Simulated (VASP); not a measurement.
# Si: single point with HSE06

The system is Si.

```
Si
1.0
     3.76813    0.00000    0.00000
    -1.88407    3.26330    0.00000
     0.00000    0.00000    6.34122
Si
4
Direct
  0.33333 0.66667 0.00175
  0.66667 0.33333 0.50175
  0.33333 0.66667 0.37325
  0.66667 0.33333 0.87325
```

This cell differs from its parent crystal: biaxial xy strain -1.7%.

```json
{"Program": "VASP 6.6.1", "Task": "single point", "Functional": "HSE06", "Potentials or basis": "VASP PAW PBE potentials, release 64 (Si)", "Cutoff": "520 eV", "k mesh": "6 × 6 × 4", "Occupations": "gaussian, width 0.01 eV", "Spin": "no spin polarisation"}
```

```yaml
Pressure: 2.9 GPa
Largest_force: 0.023 eV/Å
Band_gap_on_the_k_mesh: 0.95 eV (least direct gap 1.98 eV)
```

Forces on the atoms (eV/Å):
```
Si   0.000  0.000 -0.023
Si   0.000  0.000 -0.023
Si   0.000  0.000  0.023
Si   0.000  0.000  0.023
```

Stress tensor (GPa, compression positive):
```
4.09 0.00 0.00
0.00 4.09 0.00
0.00 0.00 0.55
```

Levels at points of the mesh, in eV from the valence-band top:
```tsv
k point	band 4	band 5	band 6	band 7	band 8	band 9	band 10	band 11	band 12	band 13
(0.00, 0.00, 0.00)	-1.65	-1.65	-0.57	0.00	0.00	1.98	2.74	2.74	2.80	4.90
(0.50, 0.00, 0.00)	-6.81	-5.33	-3.43	-3.39	-1.67	0.95	3.07	3.43	3.84	5.21
(0.00, 0.00, 0.50)	-4.89	-0.99	-0.99	-0.99	-0.99	2.75	2.75	3.77	3.77	3.77
(0.50, 0.00, 0.50)	-8.23	-2.88	-2.88	-2.72	-2.72	1.44	1.44	2.16	2.16	6.54
```

Wall time 81 min on 1 thread of AMD EPYC 7R43 64-Core Processor (Zen 3), on a shared host, peak memory 0.27 GiB.

Caveat: the cell differs from its parent crystal (biaxial xy strain -1.7%); the PAW data sets were made with another functional, which shifts forces and pressure a little. A k mesh can miss the band edges.
